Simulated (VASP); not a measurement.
# TaN (Pm-3m) in VASP: single point with PBEsol

Aim: the single point of TaN with PBEsol.

All numbers are computed with VASP 6.6.1; they aren't measurements. Logs are shortened: lines on timing, memory, paths and dates and some standing lists are left out, and cuts for length are marked.

## Step 1: The cell of the first run

It takes space group Pm-3m (No. 221, cubic). Conventional cell: a = 2.757 Å, b = 2.757 Å, c = 2.757 Å, α = 90.00°, β = 90.00°, γ = 90.00°. Within 3.2 Å of Ta (site symmetry m-3m) lie 8 N at 2.39 Å and 6 Ta at 2.76 Å. N (site symmetry m-3m) has 8 Ta at 2.39 Å and 6 N at 2.76 Å within 3.2 Å.

## Step 2: Single point, PBEsol

Input file INCAR:

```
SYSTEM = TaN
ALGO     = Normal         ! electronic algorithm
EDIFF    = 1E-6           ! SCF threshold, eV
ENCUT    = 520            ! plane-wave cutoff, eV
GGA      = PS             ! functional
ISIF     = 2              ! what is computed and relaxed
ISMEAR   = 0              ! smearing method
LASPH    = .True.         ! aspherical terms in the spheres
LCHARG   = .True.         ! write CHGCAR
LELF     = .True.         ! ELF
LREAL    = .False.        ! projectors in reciprocal space
LVHAR    = .True.       
LWAVE    = .False.        ! write WAVECAR
NBANDS   = 15             ! bands
NELM     = 100            ! most SCF steps
PREC     = Accurate       ! precision mode
SIGMA    = 0.15           ! smearing width, eV
```

Input file KPOINTS:

```
k-points
0
Gamma
  26 26 26
  0 0 0
```

Input file POSCAR:

```
TaN
1.0
   -0.9188371995      1.8376743989      1.8376743989
    1.8376743989     -0.9188371995      1.8376743989
    1.8376743989      1.8376743989     -0.9188371995
Ta N
1 1
Direct
    0.5000000000      0.5000000000      0.5000000000
    0.0000000000      0.0000000000      0.0000000000
```

Potentials or basis: VASP PAW PBE potentials, release 64 (Ta_pv, N).

Run with:

```console
$ cat potpaw_PBE.64/Ta_pv/POTCAR potpaw_PBE.64/N/POTCAR > POTCAR
$ mpirun -np 1 vasp_std > vasp.out
```

OUTCAR:

```text
SYSTEM = TaN
   EDIFF = 1E-6
   ENCUT = 520
   GGA = PS
   ISIF = 2
   ISMEAR = 0
   LASPH = .True.
   LREAL = .False.
   NELM = 100
   PREC = Accurate

 ion  position               nearest neighbor table
   1  0.500  0.500  0.500-   2 2.39   2 2.39   2 2.39   2 2.39   2 2.39   2 2.39   2 2.39   2 2.39

   2  0.000  0.000  0.000-   1 2.39   1 2.39   1 2.39   1 2.39   1 2.39   1 2.39   1 2.39   1 2.39

  LATTYP: Found a simple cubic cell.
 ALAT       =     2.7565115984

  Lattice vectors:

 A1 = (  -0.9188371995,   1.8376743989,   1.8376743989)
 A2 = (   1.8376743989,  -0.9188371995,   1.8376743989)
 A3 = (   1.8376743989,   1.8376743989,  -0.9188371995)

Analysis of symmetry for initial positions (statically):
=====================================================================
 Subroutine PRICEL returns:
 Original cell was already a primitive cell.

 Routine SETGRP: Setting up the symmetry group for a
 simple cubic supercell.

 Subroutine GETGRP returns: Found 48 space group operations
 (whereof 48 operations were pure point group operations)
 out of a pool of 48 trial point group operations.

The static configuration has the point symmetry O_h .

Analysis of symmetry for dynamics (positions and initial velocities):
=====================================================================
 Subroutine PRICEL returns:
 Original cell was already a primitive cell.

 Routine SETGRP: Setting up the symmetry group for a
 simple cubic supercell.

 Subroutine GETGRP returns: Found 48 space group operations
 (whereof 48 operations were pure point group operations)
 out of a pool of 48 trial point group operations.

The dynamic configuration has the point symmetry O_h .

 Subroutine INISYM returns: Found 48 space group operations
 (whereof 48 operations are pure point group operations),
 and found     1 'primitive' translations

----------------------------------------------------------------------------------------

                                     Primitive cell

  volume of cell :      20.9450

  direct lattice vectors                    reciprocal lattice vectors
    -0.918837199  1.837674399  1.837674399    -0.120925787  0.241851573  0.241851573
     1.837674399 -0.918837199  1.837674399     0.241851573 -0.120925787  0.241851573
     1.837674399  1.837674399 -0.918837199     0.241851573  0.241851573 -0.120925787

  length of vectors
     2.756511598  2.756511598  2.756511598     0.362777360  0.362777360  0.362777360

  position of ions in fractional coordinates (direct lattice)
     0.500000000  0.500000000  0.500000000
     0.000000000  0.000000000  0.000000000

  ion indices of the primitive-cell ions
   primitive index   ion index
                 1           1
                 2           2

----------------------------------------------------------------------------------------

 KPOINTS: k-points

Automatic generation of k-mesh.
 Grid dimensions read from file:
 generate k-points for:   26   26   26

 Generating k-lattice:

  Cartesian coordinates                     Fractional coordinates (reciprocal lattice)
    -0.004650992  0.009301984  0.009301984     0.038461538  0.000000000  0.000000000
     0.009301984 -0.004650992  0.009301984     0.000000000  0.038461538  0.000000000
     0.009301984  0.009301984 -0.004650992     0.000000000  0.000000000  0.038461538

  Length of vectors
     0.013952975  0.013952975  0.013952975

  Shift w.r.t. Gamma in fractional coordinates (k-lattice)
     0.000000000  0.000000000  0.000000000

 Subroutine IBZKPT returns following result:
 ===========================================

 Found    560 irreducible k-points:

 Following reciprocal coordinates:
            Coordinates               Weight
  0.000000  0.000000  0.000000      1.000000
  0.038462  0.000000 -0.000000      6.000000
  0.076923  0.000000 -0.000000      6.000000
  0.115385 -0.000000 -0.000000      6.000000
  0.153846  0.000000  0.000000      6.000000
  0.192308 -0.000000 -0.000000      6.000000
[... 16 lines left out ...]
  0.346154  0.038462 -0.000000     24.000000
  0.384615  0.038462 -0.000000     24.000000
 [... further k-points ...]
   k-points           NKPTS =    560   k-points in BZ     NKDIM =    560   number of bands    NBANDS=     15
   number of dos      NEDOS =    301   number of ions     NIONS =      2
   total plane-waves  NPLWV =  13824
   dimension x,y,z NGX =    24 NGY =   24 NGZ =   24
   dimension x,y,z NGXF=    48 NGYF=   48 NGZF=   48
   ions per type =               1   1
   NGX,Y,Z   is equivalent  to a cutoff of  14.47, 14.47, 14.47 a.u.
   NGXF,Y,Z  is equivalent  to a cutoff of  28.95, 28.95, 28.95 a.u.
 SYSTEM =  TaN
   PREC   = accura    normal or accurate (medium, high low for compatibility)
   ISTART =      0    job   : 0-new  1-cont  2-samecut
   ICHARG =      2    charge: 1-file 2-atom 10-const
   ISPIN  =      1    spin polarized calculation?
   LNONCOLLINEAR =      F non collinear calculations
   LSORBIT =      F    spin-orbit coupling
   LASPH  =      T    aspherical Exc in radial PAW
   ENCUT  =  520.0 eV  38.22 Ry    6.18 a.u.   5.13  5.13  5.13*2*pi/ulx,y,z
   NELM   =    100;   NELMIN=  2; NELMDL= -5     # of ELM steps
   EDIFF  = 0.1E-05   stopping-criterion for ELM
   LREAL  =      F    real-space projection
   EDIFFG = 0.1E-04   stopping-criterion for IOM
   NSW    =      0    number of steps for IOM
   IBRION =     -1    ionic relax: 0-MD 1-quasi-New 2-CG
   NFREE  =      0    steps in history (QN), initial steepest desc. (CG)
   ISIF   =      2    stress and relaxation
   ISYM   =      2    0-nonsym 1-usesym 2-fastsym
   POTIM  = 0.5000    time-step for ionic-motion
   TEBEG  =    0.0;   TEEND  =   0.0 temperature during run
   PSTRESS=    0.0 pullay stress
   NELECT =      16.0000    total number of electrons
   NUPDOWN=      -1.0000    fix difference up-down
   EMIN   =  10.00;   EMAX   =-10.00  energy-range for DOS
   EFERMI =   0.00;   METHOD = LEGACY
   ISMEAR =     0;   SIGMA  =   0.15  broadening in eV -4-tet -1-fermi 0-gaus
   EFERMI_NEDOS =   21; number of points for ismear=-14 and -15
   IALGO  =     38    algorithm
   IMIX   =      4    mixing-type and parameters
     AMIX     =   0.40;   BMIX     =  1.00
     AMIX_MAG =   1.60;   BMIX_MAG =  1.00
  volume/ion in A,a.u.               =      10.47        70.67
  Fermi-wavevector in a.u.,A,eV,Ry     =   1.496540  2.828051 30.472044  2.239632
  Thomas-Fermi vector in A             =   2.608543
   LORBIT       =      0    0 simple, 1 ext, 2 COOP (PROOUT), +10 PAW based schemes
   GGA     = PS    functional components
   LHFCALC =     F    Hartree Fock is set to
   AEXX    =    0.0000 exact exchange contribution
   IVDW    =     0    specifies the selected vdW correction
   LEPSILON=     F    determine dielectric tensor
   LRPA    =     F    only Hartree local field effects (RPA)
 non-spin polarized calculation
 Gauss-broadening in eV      SIGMA  =   0.15
  energy-cutoff  :      520.00
  volume of cell :       20.94
 maximum number of plane-waves:       587
 NGX is ok and might be reduce to    24
   NGX = 11   NGY = 11   NGZ = 11

 number of electron      16.0000002 magnetization

 Free energy of the ion-electron system (eV)
  ---------------------------------------------------
  ext. energy  EPLUGINS =         0.00000000
  ---------------------------------------------------
  free energy    TOTEN  =       -22.21620204 eV

  energy without entropy =      -22.21353067  energy(sigma->0) =      -22.21486636

 E-fermi :   8.9841     XC(G=0): -13.7410

 val. band max:        8.9821067406   @ k =   0.2308   0.2308   0.1154
 cond. band min:       8.9848228153   @ k =   0.2692   0.2308   0.1923
 fundamental gap:      0.0027160747
 Fermi energy:         8.9840766187

 k-point     1 :       0.0000    0.0000    0.0000
  band No.  band energies     occupation
      1     -26.1421      2.00000
      2     -26.1421      2.00000
      3     -26.1421      2.00000
      4      -9.1412      2.00000
      5       4.2798      2.00000
      6       4.2798      2.00000
      7       6.3713      2.00000
      8       6.3713      2.00000
      9       6.3713      2.00000
     10      11.1542      0.00000
     11      12.8481      0.00000
     12      12.8481      0.00000
     13      12.8481      0.00000
     14      21.7774      0.00000
     15      26.5414      0.00000

 k-point     2 :       0.0385    0.0000   -0.0000
  band No.  band energies     occupation
      1     -26.1618      2.00000
      2     -26.1404      2.00000
      3     -26.1404      2.00000
      4      -9.1105      2.00000
      5       4.2419      2.00000
      6       4.2945      2.00000
      7       6.3393      2.00000
      8       6.3393      2.00000
      9       6.3573      2.00000
     10      11.2661      0.00000
     11      12.8559      0.00000
     12      12.8653      0.00000
     13      12.8653      0.00000
     14      21.7774      0.00000
     15      26.2279      0.00000

 k-point     3 :       0.0769    0.0000   -0.0000
  band No.  band energies     occupation
      1     -26.2194      2.00000
      2     -26.1353      2.00000
      3     -26.1353      2.00000
      4      -9.0197      2.00000
      5       4.0932      2.00000
      6       4.3380      2.00000
      7       6.2463      2.00000
      8       6.2463      2.00000
      9       6.3789      2.00000
     10      11.5719      0.00000
     11      12.8788      0.00000
     12      12.9157      0.00000
     13      12.9157      0.00000
     14      21.7774      0.00000
     15      25.4800      0.00000

 k-point     4 :       0.1154   -0.0000   -0.0000
  band No.  band energies     occupation
      1     -26.3107      2.00000
      2     -26.1271      2.00000
      3     -26.1271      2.00000
      4      -8.8724      2.00000
      5       3.7801      2.00000
      6       4.4088      2.00000
      7       6.1002      2.00000
      8       6.1002      2.00000
      9       6.5516      2.00000
     10      12.0069      0.00000
     11      12.9158      0.00000
     12      12.9971      0.00000
     13      12.9971      0.00000
     14      21.7773      0.00000
     15      24.5609      0.00000
[... 307 lines left out ...]
 k-point    22 :       0.3077    0.0385   -0.0000
  band No.  band energies     occupation
      1     -27.0000      2.00000
      2     -26.0793      2.00000
      3     -26.0593      2.00000
      4      -7.5251      2.00000
      5       0.9121      2.00000
      6       4.8001      2.00000
      7       5.0438      2.00000
      8       5.2673      2.00000
      9       9.8710      0.00000
     10      13.0245      0.00000
     11      13.4438      0.00000
     12      13.8242      0.00000
     13      14.8362      0.00000
     14      20.3820      0.00000
     15      21.7724      0.00000

 k-point    23 :       0.3462    0.0385   -0.0000
  band No.  band energies     occupation
      1     -27.1259      2.00000
      2     -26.0661      2.00000
      3     -26.0464      2.00000
      4      -7.2166      2.00000
      5       0.3565      2.00000
      6       4.7296      2.00000
      7       4.8586      2.00000
      8       5.2923      2.00000
      9      10.7517      0.00000
     10      13.1192      0.00000
     11      13.6385      0.00000
     12      13.9254      0.00000
     13      15.3014      0.00000
     14      19.7833      0.00000
     15      21.7667      0.00000

 k-point    24 :       0.3846    0.0385   -0.0000
  band No.  band energies     occupation
      1     -27.2305      2.00000
      2     -26.0550      2.00000
      3     -26.0354      2.00000
      4      -6.9305      2.00000
      5      -0.1268      2.00000
      6       4.6210      2.00000
      7       4.7054      2.00000
      8       5.3686      2.00000
      9      11.5749      0.00000
     10      13.2059      0.00000
     11      13.8049      0.00000
     12      14.0091      0.00000
     13      15.8179      0.00000
     14      19.3011      0.00000
     15      21.7471      0.00000

 [... further k-points ...]
[... 5 lines left out ...]
  --------------------------------------------------------------------------------------
  -------------------------------------------------------------------------------------
  Total       -1.4740008     -1.4740008     -1.4740008      0.0000000      0.0000000      0.0000000
  in kB     -112.7531854   -112.7531854   -112.7531854      0.0000000      0.0000000      0.0000000
  external PRESSURE =    -112.7531854 kB  Pullay stress =       0.0000000 kB

 VOLUME and BASIS-vectors are now :
 -----------------------------------------------------------------------------
  energy-cutoff  :      520.00
  volume of cell :       20.94
      direct lattice vectors                 reciprocal lattice vectors
    -0.918837199  1.837674399  1.837674399    -0.120925787  0.241851573  0.241851573
     1.837674399 -0.918837199  1.837674399     0.241851573 -0.120925787  0.241851573
     1.837674399  1.837674399 -0.918837199     0.241851573  0.241851573 -0.120925787

 POSITION                                       TOTAL-FORCE (eV/Angst)
 -----------------------------------------------------------------------------------
      1.37826      1.37826      1.37826        -0.000000     -0.000000      0.000000
      0.00000      0.00000      0.00000         0.000000      0.000000     -0.000000
 -----------------------------------------------------------------------------------
    total drift:                               -0.000000     -0.000000      0.000000

  FREE ENERGIE OF THE ION-ELECTRON SYSTEM (eV)
  ---------------------------------------------------
  free  energy   TOTEN  =       -22.2162020432 eV

  energy  without entropy=      -22.2135306730  energy(sigma->0) =      -22.21486636
```

It took 2.1 min on 1 thread of Intel Xeon 8259CL, shared host; peak memory 0.29 GiB.

What came out:

```yaml
Free_energy: -22.2162 eV
Pressure: -11.3 GPa
Band_gap_on_the_k_mesh: zero (bands 8 and 9 overlap by 8.70 eV)
```

Caveat: the cell stands under tension; the PAW data sets were made with another functional, which shifts forces and pressure a little; spin-orbit coupling is left out, which moves the levels of the heavy elements.
